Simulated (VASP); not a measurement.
# SnO2 (P1) in VASP: a series of runs

Runs on SnO2. Level: PBE. Tasks: single point.

Program: VASP 6.6.1. These are calculated values, not measurements. Logs are shortened: lines on timing, memory, paths and dates and some standing lists are left out, and cuts for length are marked.

## 1. The cell of the first run

The typed cell holds 6 atoms: a = 4.828 Å, b = 4.828 Å, c = 3.238 Å, α = 90.00°, β = 90.00°, γ = 90.00°.

## 2. Single point, PBE (atom 1 (Sn) moved by (-0.200, -0.200) A along x and z)

The input, INCAR:

```
PREC = Accurate ; ENCUT = 520
EDIFF = 1E-6 ; ISMEAR = 0
SIGMA = 0.05 ; LREAL = False
LASPH = True ; NELM = 60
ALGO = Normal ; ISIF = 2
LWAVE = False ; LCHARG = False
GGA = PE ; NBANDS = 35
```

The input, KPOINTS:

```
regular mesh
0
Gamma
  6 6 8
```

The input, POSCAR:

```
SnO2
1.0
    4.8277049961      0.0000000000      0.0000000000
    0.0000000000      4.8277049961      0.0000000000
    0.0000000000      0.0000000000      3.2379909406
Sn O
2 4
Direct
   -0.0414275520      0.0000000000     -0.0617666954
    0.5000000000      0.5000000000      0.5000000000
    0.3066050863      0.3066050863      0.0000000000
    0.1933949137      0.8066050863      0.5000000000
    0.6933949137      0.6933949137      0.0000000000
    0.8066050863      0.1933949137      0.5000000000
```

Potentials or basis: VASP PAW PBE potentials, release 64 (Sn_d, O).

Started as:

```sh
cat potpaw_PBE.64/Sn_d/POTCAR potpaw_PBE.64/O/POTCAR > POTCAR
mpirun -np 1 vasp_std > vasp.out
```

OUTCAR:

```text
PREC = Accurate
   ENCUT = 520
   EDIFF = 1E-6
   ISMEAR = 0
   LREAL = False
   LASPH = True
   NELM = 60
   ISIF = 2
   GGA = PE

 ion  position               nearest neighbor table
   1  0.959  0.000  0.938-   6 1.85   5 1.97   4 2.04   6 2.17   3 2.25   4 2.34   2 3.57   2 3.57
                             2 3.75   2 3.75
   2  0.500  0.500  0.500-   3 2.09   5 2.09   3 2.09   5 2.09   4 2.09   6 2.09   1 3.57   1 3.57
                             1 3.75   1 3.75
   3  0.307  0.307  0.000-   2 2.09   2 2.09   1 2.25
   4  0.193  0.807  0.500-   1 2.04   2 2.09   1 2.34
   5  0.693  0.693  0.000-   1 1.97   2 2.09   2 2.09
   6  0.807  0.193  0.500-   1 1.85   2 2.09   1 2.17

  LATTYP: Found a simple tetragonal cell.
 ALAT       =     4.8277049961
 C/A-ratio  =     0.6707101911

  Lattice vectors:

 A1 = (   4.8277049961,   0.0000000000,   0.0000000000)
 A2 = (   0.0000000000,   4.8277049961,   0.0000000000)
 A3 = (   0.0000000000,   0.0000000000,   3.2379909406)

Analysis of symmetry for initial positions (statically):
=====================================================================
 Subroutine PRICEL returns:
 Original cell was already a primitive cell.

 Routine SETGRP: Setting up the symmetry group for a
 simple tetragonal supercell.

 Subroutine GETGRP returns: Found  1 space group operations
 (whereof  1 operations were pure point group operations)
 out of a pool of 16 trial point group operations.

The static configuration has the point symmetry C_1 .

Analysis of symmetry for dynamics (positions and initial velocities):
=====================================================================
 Subroutine PRICEL returns:
 Original cell was already a primitive cell.

 Routine SETGRP: Setting up the symmetry group for a
 simple tetragonal supercell.

 Subroutine GETGRP returns: Found  1 space group operations
 (whereof  1 operations were pure point group operations)
 out of a pool of 16 trial point group operations.

The dynamic configuration has the point symmetry C_1 .

 Subroutine INISYM returns: Found  1 space group operations
 (whereof  1 operations are pure point group operations),
 and found     1 'primitive' translations

----------------------------------------------------------------------------------------

                                     Primitive cell

  volume of cell :      75.4670

  direct lattice vectors                    reciprocal lattice vectors
     4.827704996  0.000000000  0.000000000     0.207137760  0.000000000  0.000000000
     0.000000000  4.827704996  0.000000000     0.000000000  0.207137760  0.000000000
     0.000000000  0.000000000  3.237990941     0.000000000  0.000000000  0.308833477

  length of vectors
     4.827704996  4.827704996  3.237990941     0.207137760  0.207137760  0.308833477

  position of ions in fractional coordinates (direct lattice)
     0.958572448  0.000000000  0.938233305
     0.500000000  0.500000000  0.500000000
     0.306605086  0.306605086  0.000000000
     0.193394914  0.806605086  0.500000000
     0.693394914  0.693394914  0.000000000
     0.806605086  0.193394914  0.500000000

  ion indices of the primitive-cell ions
   primitive index   ion index
                 1           1
                 2           2
                 3           3
                 4           4
                 5           5
                 6           6

----------------------------------------------------------------------------------------

 KPOINTS: regular mesh

Automatic generation of k-mesh.
 Grid dimensions read from file:
 generate k-points for:    6    6    8

 Generating k-lattice:

  Cartesian coordinates                     Fractional coordinates (reciprocal lattice)
     0.034522960  0.000000000  0.000000000     0.166666667  0.000000000  0.000000000
     0.000000000  0.034522960  0.000000000     0.000000000  0.166666667  0.000000000
     0.000000000  0.000000000  0.038604185     0.000000000  0.000000000  0.125000000

  Length of vectors
     0.034522960  0.034522960  0.038604185

  Shift w.r.t. Gamma in fractional coordinates (k-lattice)
     0.000000000  0.000000000  0.000000000

 Subroutine IBZKPT returns following result:
 ===========================================

 Found    148 irreducible k-points:

 Following reciprocal coordinates:
            Coordinates               Weight
  0.000000  0.000000  0.000000      1.000000
  0.166667  0.000000  0.000000      2.000000
  0.000000  0.166667  0.000000      2.000000
  0.333333  0.000000  0.000000      2.000000
  0.000000  0.333333  0.000000      2.000000
  0.500000  0.000000  0.000000      1.000000
[... 16 lines left out ...]
  0.000000  0.166667  0.125000      2.000000
 -0.166667  0.000000  0.125000      2.000000
 [... further k-points ...]
   k-points           NKPTS =    148   k-points in BZ     NKDIM =    148   number of bands    NBANDS=     35
   number of dos      NEDOS =    301   number of ions     NIONS =      6
   total plane-waves  NPLWV =  31104
   dimension x,y,z NGX =    36 NGY =   36 NGZ =   24
   dimension x,y,z NGXF=    72 NGYF=   72 NGZF=   48
   ions per type =               2   4
   NGX,Y,Z   is equivalent  to a cutoff of  12.40, 12.40, 12.32 a.u.
   NGXF,Y,Z  is equivalent  to a cutoff of  24.79, 24.79, 24.64 a.u.
 SYSTEM =  unknown system
   PREC   = accura    normal or accurate (medium, high low for compatibility)
   ISTART =      0    job   : 0-new  1-cont  2-samecut
   ICHARG =      2    charge: 1-file 2-atom 10-const
   ISPIN  =      1    spin polarized calculation?
   LNONCOLLINEAR =      F non collinear calculations
   LSORBIT =      F    spin-orbit coupling
   LASPH  =      T    aspherical Exc in radial PAW
   ENCUT  =  520.0 eV  38.22 Ry    6.18 a.u.   8.98  8.98  6.02*2*pi/ulx,y,z
   NELM   =     60;   NELMIN=  2; NELMDL= -5     # of ELM steps
   EDIFF  = 0.1E-05   stopping-criterion for ELM
   LREAL  =      F    real-space projection
   EDIFFG = 0.1E-04   stopping-criterion for IOM
   NSW    =      0    number of steps for IOM
   IBRION =     -1    ionic relax: 0-MD 1-quasi-New 2-CG
   NFREE  =      0    steps in history (QN), initial steepest desc. (CG)
   ISIF   =      2    stress and relaxation
   ISYM   =      2    0-nonsym 1-usesym 2-fastsym
   POTIM  = 0.5000    time-step for ionic-motion
   TEBEG  =    0.0;   TEEND  =   0.0 temperature during run
   PSTRESS=    0.0 pullay stress
   NELECT =      52.0000    total number of electrons
   NUPDOWN=      -1.0000    fix difference up-down
   EMIN   =  10.00;   EMAX   =-10.00  energy-range for DOS
   EFERMI =   0.00;   METHOD = LEGACY
   ISMEAR =     0;   SIGMA  =   0.05  broadening in eV -4-tet -1-fermi 0-gaus
   EFERMI_NEDOS =   21; number of points for ismear=-14 and -15
   IALGO  =     38    algorithm
   IMIX   =      4    mixing-type and parameters
     AMIX     =   0.40;   BMIX     =  1.00
     AMIX_MAG =   1.60;   BMIX_MAG =  1.00
  volume/ion in A,a.u.               =      12.58        84.88
  Fermi-wavevector in a.u.,A,eV,Ry     =   1.445962  2.732472 28.447149  2.090806
  Thomas-Fermi vector in A             =   2.564085
   LORBIT       =      0    0 simple, 1 ext, 2 COOP (PROOUT), +10 PAW based schemes
   GGA     = PE    functional components
   LHFCALC =     F    Hartree Fock is set to
   AEXX    =    0.0000 exact exchange contribution
   IVDW    =     0    specifies the selected vdW correction
   LEPSILON=     F    determine dielectric tensor
   LRPA    =     F    only Hartree local field effects (RPA)
 non-spin polarized calculation
 Gauss-broadening in eV      SIGMA  =   0.05
  energy-cutoff  :      520.00
  volume of cell :       75.47
 maximum number of plane-waves:      2068
   NGX = 17   NGY = 17   NGZ = 13

 number of electron      52.0000002 magnetization

 Free energy of the ion-electron system (eV)
  ---------------------------------------------------
  ext. energy  EPLUGINS =         0.00000000
  ---------------------------------------------------
  free energy    TOTEN  =       -36.48290125 eV

  energy without entropy =      -36.48290125  energy(sigma->0) =      -36.48290125

 E-fermi :   5.9655     XC(G=0): -10.9686

 val. band max:        5.7781486561   @ k =   0.0000   0.0000   0.0000
 cond. band min:       6.1522634377   @ k =   0.0000   0.0000   0.0000
 fundamental gap:      0.3741147816
 Fermi energy:         5.9654874864

 k-point     1 :       0.0000    0.0000    0.0000
  band No.  band energies     occupation
      1     -15.7470      2.00000
      2     -15.0649      2.00000
      3     -14.8081      2.00000
      4     -14.6933      2.00000
      5     -14.6361      2.00000
      6     -14.6063      2.00000
[... 27 lines left out ...]
     34      17.0763      0.00000
     35      17.6906      0.00000

 k-point     2 :       0.1667    0.0000    0.0000
  band No.  band energies     occupation
      1     -15.7271      2.00000
      2     -15.0698      2.00000
      3     -14.8387      2.00000
      4     -14.6940      2.00000
      5     -14.6344      2.00000
      6     -14.6130      2.00000
[... 27 lines left out ...]
     34      17.1457      0.00000
     35      17.7559      0.00000

 k-point     3 :       0.0000    0.1667    0.0000
  band No.  band energies     occupation
      1     -15.7189      2.00000
      2     -15.1105      2.00000
      3     -14.8130      2.00000
      4     -14.6941      2.00000
      5     -14.6348      2.00000
      6     -14.6132      2.00000
[... 27 lines left out ...]
     34      17.2261      0.00000
     35      17.6595      0.00000
[... 723 lines left out ...]
 k-point    23 :       0.0000    0.1667    0.1250
  band No.  band energies     occupation
      1     -15.6972      2.00000
      2     -15.1105      2.00000
      3     -14.8432      2.00000
      4     -14.7410      2.00000
      5     -14.6592      2.00000
      6     -14.5923      2.00000
[... 27 lines left out ...]
     34      17.2164      0.00000
     35      17.4899      0.00000

 k-point    24 :      -0.1667    0.0000    0.1250
  band No.  band energies     occupation
      1     -15.7018      2.00000
      2     -15.0742      2.00000
      3     -14.8789      2.00000
      4     -14.7381      2.00000
      5     -14.6585      2.00000
      6     -14.5966      2.00000
[... 27 lines left out ...]
     34      17.1727      0.00000
     35      17.6130      0.00000

 [... further k-points ...]

------------------------ aborting loop because EDIFF is reached ----------------------------------------

  FORCE on cell =-STRESS in cart. coord.  units (eV):
  Direction    XX          YY          ZZ          XY          YZ          ZX
  --------------------------------------------------------------------------------------
  -------------------------------------------------------------------------------------
  Total        1.1295614      3.1609709      3.6405991     -0.2713797     -2.6643197      1.4138210
  in kB       23.9807816     67.1079540     77.2905426     -5.7614381    -56.5639646     30.0156623
  external PRESSURE =      56.1264261 kB  Pullay stress =       0.0000000 kB

 VOLUME and BASIS-vectors are now :
 -----------------------------------------------------------------------------
  energy-cutoff  :      520.00
  volume of cell :       75.47
      direct lattice vectors                 reciprocal lattice vectors
     4.827704996  0.000000000  0.000000000     0.207137760  0.000000000  0.000000000
     0.000000000  4.827704996  0.000000000     0.000000000  0.207137760  0.000000000
     0.000000000  0.000000000  3.237990941     0.000000000  0.000000000  0.308833477

 POSITION                                       TOTAL-FORCE (eV/Angst)
 -----------------------------------------------------------------------------------
      4.62770      0.00000      3.03799         4.556718     -0.973942      4.210688
      2.41385      2.41385      1.61900        -1.723582     -0.016719     -0.028400
      1.48020      1.48020      0.00000        -0.134450     -0.315797     -0.121546
      0.93365      3.89405      1.61900        -0.396571      0.219800     -0.804936
      3.34751      3.34751      0.00000        -0.613721     -0.833711      0.047810
      3.89405      0.93365      1.61900        -1.688395      1.920369     -3.303615
 -----------------------------------------------------------------------------------
    total drift:                                0.000195     -0.000310      0.000563

  FREE ENERGIE OF THE ION-ELECTRON SYSTEM (eV)
  ---------------------------------------------------
  free  energy   TOTEN  =       -36.4829012526 eV

  energy  without entropy=      -36.4829012524  energy(sigma->0) =      -36.48290125
```

It took 2.7 min on 1 thread of Intel Xeon Platinum 8488C (Sapphire Rapids), shared host; peak memory 0.39 GiB.

What came out:

```yaml
Free_energy: -36.4829 eV
Pressure: 5.6 GPa
Largest_force: 6.280 eV/Å
Band_gap_on_the_k_mesh: 0.37 eV
```

Forces in eV/Å, atoms in the order of the input:
```
Sn   4.557 -0.974  4.211
Sn  -1.724 -0.017 -0.028
O   -0.134 -0.316 -0.122
O   -0.397  0.220 -0.805
O   -0.614 -0.834  0.048
O   -1.688  1.920 -3.304
```

Caveat: the cell differs from its parent crystal (atom 1 (Sn) moved by (-0.200, -0.200) A along x and z); the cell stands under pressure; spin-orbit coupling is left out, which moves the levels of the heavy elements; forces of over 1 eV/Å act on the atoms, so gaps and moduli don't describe the material at rest.

(Continued in part 2 of 2.)
